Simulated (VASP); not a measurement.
# Al2Cu (Pmmm) in VASP: single point with r2SCAN

Aim: the single point of Al2Cu with r2SCAN.

Everything below comes from runs of VASP 6.6.1. Logs are shortened: lines on timing, memory, paths and dates and some standing lists are left out, and cuts for length are marked.

## (1) The cell of the first run

It takes space group Pmmm (No. 47, orthorhombic). The conventional cell has a = 2.891 Å, b = 4.105 Å, c = 4.105 Å, α = 90.00°, β = 90.00°, γ = 90.00°. Al (site symmetry mmm) has 6 Al at 2.51 to 2.89 Å and 4 Cu at 2.51 Å within 3.3 Å. Within 3.3 Å of Al (site symmetry mmm) lie 6 Al at 2.51 to 2.89 Å and 4 Cu at 2.90 Å. Cu (site symmetry mmm) has 8 Al at 2.51 to 2.90 Å and 2 Cu at 2.89 Å within 3.3 Å.

## (2) Single point, r2SCAN

Contents of POSCAR:

```
Al2Cu
1.0
    4.1051820000      0.0000000000      0.0000000000
    0.0000000000      4.1051820000      0.0000000000
    0.0000000000      0.0000000000      2.8913130000
Al Cu
2 1
Direct
    0.0000000000      0.0000000000      0.0000000000
    0.0000000000      0.5000000000      0.5000000000
    0.5000000000      0.0000000000      0.5000000000
```

Contents of INCAR.step1:

```
PREC = Accurate
ENCUT = 520
ISMEAR = 0
SIGMA = 0.1
LREAL = False
LASPH = True
NELM = 80
NBANDS = 16
GGA = PE
ALGO = Normal
EDIFF = 1E-4
LWAVE = True
LCHARG = False
```

Contents of INCAR.step2:

```
PREC = Accurate
ENCUT = 520
EDIFF = 1E-6
ISMEAR = 0
SIGMA = 0.1
LREAL = False
LASPH = True
NELM = 80
ALGO = Normal
ISIF = 2
LWAVE = False
LCHARG = False
METAGGA = R2SCAN
LMIXTAU = True
NBANDS = 16
ISTART = 1
```

Contents of KPOINTS:

```
Automatic mesh
0
Gamma
  10 10 14
```

Potentials or basis: VASP PAW PBE potentials, release 64 (Al, Cu).

Started as:

```sh
cat potpaw_PBE.64/Al/POTCAR potpaw_PBE.64/Cu/POTCAR > POTCAR
cp INCAR.step1 INCAR
mpirun -np 1 vasp_std > vasp.out
cp INCAR.step2 INCAR
mpirun -np 1 vasp_std > vasp.out
```

OUTCAR:

```text
PREC = Accurate
   ENCUT = 520
   EDIFF = 1E-6
   ISMEAR = 0
   LREAL = False
   LASPH = True
   NELM = 80
   ISIF = 2
   METAGGA = R2SCAN
   ISTART = 1

 ion  position               nearest neighbor table
   1  0.000  0.000  0.000-   2 2.51   3 2.51   2 2.51   3 2.51   2 2.51   2 2.51   3 2.51   3 2.51

   2  0.000  0.500  0.500-   1 2.51   1 2.51   1 2.51   1 2.51   3 2.90   3 2.90   3 2.90   3 2.90

   3  0.500  0.000  0.500-   1 2.51   1 2.51   1 2.51   1 2.51   2 2.90   2 2.90   2 2.90   2 2.90

  LATTYP: Found a simple tetragonal cell.
 ALAT       =     4.1051820000
 C/A-ratio  =     0.7043081159

  Lattice vectors:

 A1 = (   4.1051820000,   0.0000000000,   0.0000000000)
 A2 = (   0.0000000000,   4.1051820000,   0.0000000000)
 A3 = (   0.0000000000,   0.0000000000,   2.8913130000)

Analysis of symmetry for initial positions (statically):
=====================================================================
 Subroutine PRICEL returns:
 Original cell was already a primitive cell.

 Routine SETGRP: Setting up the symmetry group for a
 simple tetragonal supercell.

 Subroutine GETGRP returns: Found  8 space group operations
 (whereof  8 operations were pure point group operations)
 out of a pool of 16 trial point group operations.

The static configuration has the point symmetry D_2h.

Analysis of symmetry for dynamics (positions and initial velocities):
=====================================================================
 Subroutine PRICEL returns:
 Original cell was already a primitive cell.

 Routine SETGRP: Setting up the symmetry group for a
 simple tetragonal supercell.

 Subroutine GETGRP returns: Found  8 space group operations
 (whereof  8 operations were pure point group operations)
 out of a pool of 16 trial point group operations.

The dynamic configuration has the point symmetry D_2h.

 Subroutine INISYM returns: Found  8 space group operations
 (whereof  8 operations are pure point group operations),
 and found     1 'primitive' translations

----------------------------------------------------------------------------------------

                                     Primitive cell

  volume of cell :      48.7259

  direct lattice vectors                    reciprocal lattice vectors
     4.105182000  0.000000000  0.000000000     0.243594559  0.000000000  0.000000000
     0.000000000  4.105182000  0.000000000     0.000000000  0.243594559  0.000000000
     0.000000000  0.000000000  2.891313000     0.000000000  0.000000000  0.345863627

  length of vectors
     4.105182000  4.105182000  2.891313000     0.243594559  0.243594559  0.345863627

  position of ions in fractional coordinates (direct lattice)
     0.000000000  0.000000000  0.000000000
     0.000000000  0.500000000  0.500000000
     0.500000000  0.000000000  0.500000000

  ion indices of the primitive-cell ions
   primitive index   ion index
                 1           1
                 2           2
                 3           3

----------------------------------------------------------------------------------------

 KPOINTS: Automatic mesh

Automatic generation of k-mesh.
 Grid dimensions read from file:
 generate k-points for:   10   10   14

 Generating k-lattice:

  Cartesian coordinates                     Fractional coordinates (reciprocal lattice)
     0.024359456  0.000000000  0.000000000     0.100000000  0.000000000  0.000000000
     0.000000000  0.024359456  0.000000000     0.000000000  0.100000000  0.000000000
     0.000000000  0.000000000  0.024704545     0.000000000  0.000000000  0.071428571

  Length of vectors
     0.024359456  0.024359456  0.024704545

  Shift w.r.t. Gamma in fractional coordinates (k-lattice)
     0.000000000  0.000000000  0.000000000

 Subroutine IBZKPT returns following result:
 ===========================================

 Found    288 irreducible k-points:

 Following reciprocal coordinates:
            Coordinates               Weight
  0.000000  0.000000  0.000000      1.000000
  0.100000  0.000000  0.000000      2.000000
  0.000000  0.100000  0.000000      2.000000
  0.200000  0.000000  0.000000      2.000000
  0.000000  0.200000  0.000000      2.000000
  0.300000  0.000000  0.000000      2.000000
[... 16 lines left out ...]
 -0.200000  0.300000  0.000000      4.000000
  0.400000  0.200000  0.000000      4.000000
 [... further k-points ...]
   k-points           NKPTS =    288   k-points in BZ     NKDIM =    288   number of bands    NBANDS=     16
   number of dos      NEDOS =    301   number of ions     NIONS =      3
   total plane-waves  NPLWV =  24576
   dimension x,y,z NGX =    32 NGY =   32 NGZ =   24
   dimension x,y,z NGXF=    64 NGYF=   64 NGZF=   48
   ions per type =               2   1
   NGX,Y,Z   is equivalent  to a cutoff of  12.96, 12.96, 13.80 a.u.
   NGXF,Y,Z  is equivalent  to a cutoff of  25.92, 25.92, 27.60 a.u.
 SYSTEM =  unknown system
   PREC   = accura    normal or accurate (medium, high low for compatibility)
   ISTART =      1    job   : 0-new  1-cont  2-samecut
   ICHARG =      0    charge: 1-file 2-atom 10-const
   ISPIN  =      1    spin polarized calculation?
   LNONCOLLINEAR =      F non collinear calculations
   LSORBIT =      F    spin-orbit coupling
   LASPH  =      T    aspherical Exc in radial PAW
   ENCUT  =  520.0 eV  38.22 Ry    6.18 a.u.   7.63  7.63  5.38*2*pi/ulx,y,z
   NELM   =     80;   NELMIN=  2; NELMDL=  0     # of ELM steps
   EDIFF  = 0.1E-05   stopping-criterion for ELM
   LREAL  =      F    real-space projection
   EDIFFG = 0.1E-04   stopping-criterion for IOM
   NSW    =      0    number of steps for IOM
   IBRION =     -1    ionic relax: 0-MD 1-quasi-New 2-CG
   NFREE  =      0    steps in history (QN), initial steepest desc. (CG)
   ISIF   =      2    stress and relaxation
   ISYM   =      2    0-nonsym 1-usesym 2-fastsym
   POTIM  = 0.5000    time-step for ionic-motion
   TEBEG  =    0.0;   TEEND  =   0.0 temperature during run
   PSTRESS=    0.0 pullay stress
   NELECT =      17.0000    total number of electrons
   NUPDOWN=      -1.0000    fix difference up-down
   EMIN   =  10.00;   EMAX   =-10.00  energy-range for DOS
   EFERMI =   0.00;   METHOD = LEGACY
   ISMEAR =     0;   SIGMA  =   0.10  broadening in eV -4-tet -1-fermi 0-gaus
   EFERMI_NEDOS =   21; number of points for ismear=-14 and -15
   IALGO  =     38    algorithm
   IMIX   =      4    mixing-type and parameters
     AMIX     =   0.40;   BMIX     =  1.00
     AMIX_MAG =   1.60;   BMIX_MAG =  1.00
  volume/ion in A,a.u.               =      16.24       109.61
  Fermi-wavevector in a.u.,A,eV,Ry     =   1.152492  2.177894 18.071765  1.328237
  Thomas-Fermi vector in A             =   2.289142
   LORBIT       =      0    0 simple, 1 ext, 2 COOP (PROOUT), +10 PAW based schemes
   METAGGA = R2SCAN    functional components
   LHFCALC =     F    Hartree Fock is set to
   AEXX    =    0.0000 exact exchange contribution
   IVDW    =     0    specifies the selected vdW correction
   LEPSILON=     F    determine dielectric tensor
   LRPA    =     F    only Hartree local field effects (RPA)
 non-spin polarized calculation
 Gauss-broadening in eV      SIGMA  =   0.10
  energy-cutoff  :      520.00
  volume of cell :       48.73
 maximum number of plane-waves:      1339
   NGX = 15   NGY = 15   NGZ = 11

 number of electron      16.9999979 magnetization

 Free energy of the ion-electron system (eV)
  ---------------------------------------------------
  ext. energy  EPLUGINS =         0.00000000
  ---------------------------------------------------
  free energy    TOTEN  =       -23.53886954 eV

  energy without entropy =      -23.53311326  energy(sigma->0) =      -23.53599140

 E-fermi :   6.7529     XC(G=0): -11.0080

 val. band max:        6.7262732057   @ k =   0.0000   0.1000   0.0714
 cond. band min:       6.7610602913   @ k =   0.2000   0.0000   0.0714
 fundamental gap:      0.0347870857
 Fermi energy:         6.7528547435

 k-point     1 :       0.0000    0.0000    0.0000
  band No.  band energies     occupation
      1      -4.3904      2.00000
      2       2.5876      2.00000
      3       2.7351      2.00000
      4       3.1770      2.00000
      5       3.3927      2.00000
      6       3.7930      2.00000
[... 8 lines left out ...]
     15      15.1467      0.00000
     16      19.4280      0.00000

 k-point     2 :       0.1000    0.0000    0.0000
  band No.  band energies     occupation
      1      -4.3146      2.00000
      2       2.5153      2.00000
      3       2.7662      2.00000
      4       3.0007      2.00000
      5       3.3876      2.00000
      6       3.7938      2.00000
[... 8 lines left out ...]
     15      16.6427      0.00000
     16      19.4348      0.00000

 k-point     3 :       0.0000    0.1000    0.0000
  band No.  band energies     occupation
      1      -4.3024      2.00000
      2       2.3018      2.00000
      3       2.5922      2.00000
      4       3.1388      2.00000
      5       3.3932      2.00000
      6       3.6115      2.00000
[... 8 lines left out ...]
     15      15.8051      0.00000
     16      18.7946      0.00000

 k-point     4 :       0.2000    0.0000    0.0000
  band No.  band energies     occupation
      1      -4.0963      2.00000
      2       2.0376      2.00000
      3       2.7443      2.00000
      4       2.8552      2.00000
      5       3.1309      2.00000
      6       3.3742      2.00000
[... 8 lines left out ...]
     15      18.5997      0.00000
     16      19.4530      0.00000
[... 324 lines left out ...]
 k-point    22 :       0.3000    0.2000    0.0000
  band No.  band energies     occupation
      1      -3.4218      2.00000
      2       1.1677      2.00000
      3       1.7031      2.00000
      4       2.9763      2.00000
      5       3.1207      2.00000
      6       3.3602      2.00000
[... 8 lines left out ...]
     15      17.8722      0.00000
     16      19.1043      0.00000

 k-point    23 :      -0.2000    0.3000    0.0000
  band No.  band energies     occupation
      1      -3.3238      2.00000
      2       0.2592      2.00000
      3       2.3839      2.00000
      4       3.0027      2.00000
      5       3.3780      2.00000
      6       3.5056      2.00000
[... 8 lines left out ...]
     15      16.8712      0.00000
     16      18.8261      0.00000

 k-point    24 :       0.4000    0.2000    0.0000
  band No.  band energies     occupation
      1      -3.0809      2.00000
      2       0.5850      2.00000
      3       1.5835      2.00000
      4       2.9445      2.00000
      5       3.1326      2.00000
      6       3.3475      2.00000
[... 8 lines left out ...]
     15      17.8704      0.00000
     16      18.3422      0.00000

 [... further k-points ...]
[... 5 lines left out ...]
  --------------------------------------------------------------------------------------
  -------------------------------------------------------------------------------------
  Total       -1.4195229      4.0166198      1.4212359      0.0000000      0.0000000      0.0000000
  in kB      -46.6759357    132.0721847     46.7322624      0.0000000      0.0000000      0.0000000
  external PRESSURE =      44.0428372 kB  Pullay stress =       0.0000000 kB

 VOLUME and BASIS-vectors are now :
 -----------------------------------------------------------------------------
  energy-cutoff  :      520.00
  volume of cell :       48.73
      direct lattice vectors                 reciprocal lattice vectors
     4.105182000  0.000000000  0.000000000     0.243594559  0.000000000  0.000000000
     0.000000000  4.105182000  0.000000000     0.000000000  0.243594559  0.000000000
     0.000000000  0.000000000  2.891313000     0.000000000  0.000000000  0.345863627

 POSITION                                       TOTAL-FORCE (eV/Angst)
 -----------------------------------------------------------------------------------
      0.00000      0.00000      0.00000         0.000000      0.000000      0.000000
      0.00000      2.05259      1.44566         0.000000      0.000000      0.000000
      2.05259      0.00000      1.44566         0.000000      0.000000      0.000000
 -----------------------------------------------------------------------------------
    total drift:                                0.000000     -0.000000     -0.000000

  FREE ENERGIE OF THE ION-ELECTRON SYSTEM (eV)
  ---------------------------------------------------
  free  energy   TOTEN  =       -23.5388695354 eV

  energy  without entropy=      -23.5331132587  energy(sigma->0) =      -23.53599140
```

Run time: 12 min. Hardware: 1 thread of Intel Xeon 8259CL, shared host; peak memory 0.35 GiB.

What came out:

```yaml
Free_energy: -23.5389 eV
Pressure: 4.4 GPa
```

Stress tensor (GPa, compression positive):
```
-4.67  0.00  0.00
 0.00 13.21  0.00
 0.00  0.00  4.67
```

Caveat: the PAW data sets were made with another functional, which shifts forces and pressure a little.
